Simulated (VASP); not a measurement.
Set up this calculation in VASP 6.6.1, as the native input.

```yaml
Task: G0W0 quasiparticle levels
Functional: PBE
Potentials_or_basis: VASP PAW PBE potentials, release 64 (C_GW)
Cutoff: 500 eV
k_mesh: 2 × 2 × 2
Occupations: gaussian, width 0.01 eV
Spin: no spin polarisation
Dipole_correction: no
GW_scheme: G0W0
GW_iterations: 1
Cutoff_of_the_response_function: 100
Frequency_points: 48
Empty_bands: 30
Further_INCAR_settings: ALGO = EVGW0; EDIFF = 1e-08; NBANDS = 34
```

The system is C.

```
CELL_PARAMETERS angstrom
0.00000 1.78350 1.78350
1.78350 0.00000 1.78350
1.78350 1.78350 0.00000
ATOMIC_POSITIONS crystal
C 0.00000 0.00000 0.00000
C 0.25000 0.25000 0.25000
```

One way to write it, as run:

POSCAR

```
C
1.0
    0.0000000000      1.7835000000      1.7835000000
    1.7835000000      0.0000000000      1.7835000000
    1.7835000000      1.7835000000      0.0000000000
C
2
Direct
    0.0000000000      0.0000000000      0.0000000000
    0.2500000000      0.2500000000      0.2500000000
```

INCAR.step1

```
SYSTEM = C
PREC = Accurate
ENCUT = 500
EDIFF = 1E-8
ISMEAR = 0
SIGMA = 0.01
LREAL = .FALSE.
LASPH = .TRUE.
NELM = 100
ALGO = Normal
LWAVE = .TRUE.
LCHARG = .FALSE.
GGA = PE
```

INCAR.step2

```
SYSTEM = C
PREC = Accurate
ENCUT = 500
EDIFF = 1E-8
ISMEAR = 0
SIGMA = 0.01
LREAL = .FALSE.
LASPH = .TRUE.
NELM = 1
ALGO = Exact
LWAVE = .TRUE.
LCHARG = .FALSE.
GGA = PE
NBANDS = 34
LOPTICS = .TRUE.
ISTART = 1
```

INCAR.step3

```
SYSTEM = C
PREC = Accurate
ENCUT = 500
EDIFF = 1E-8
ISMEAR = 0
SIGMA = 0.01
LREAL = .FALSE.
LASPH = .TRUE.
ALGO = EVGW0
LWAVE = .FALSE.
LCHARG = .FALSE.
GGA = PE
NELMGW = 1
NBANDS = 34
ENCUTGW = 100.0
NOMEGA = 48
PRECFOCK = Fast
ISTART = 1
NBANDSGW = 12
```

KPOINTS

```
Automatic mesh
0
G
  2 2 2
  0 0 0
```

Potentials or basis: VASP PAW PBE potentials, release 64 (C_GW).

The run is started by

```sh
$ cat potpaw_PBE.64/C_GW/POTCAR > POTCAR
$ cp INCAR.step1 INCAR
$ mpirun -np 1 vasp_std > vasp.out
$ cp INCAR.step2 INCAR
$ mpirun -np 1 vasp_std > vasp.out
$ cp INCAR.step3 INCAR
$ mpirun -np 1 vasp_std > vasp.out
```

It gave:

```
Band gap on the k mesh, mean-field level : 4.56 eV, indirect (least direct gap 5.50 eV)
Quasiparticle gap                        : 5.13 eV
Least direct quasiparticle gap           : 6.83 eV
```

Caveat: the k points lie up to 1.53 Å⁻¹ apart; bands, screening cutoff and mesh are small and nothing is extrapolated, so the quasiparticle values aren't converged.

Wall time 3.6 s on 1 thread of Intel(R) Xeon(R) Platinum 8488C (Sapphire Rapids), on a shared host, peak memory 0.11 GiB.
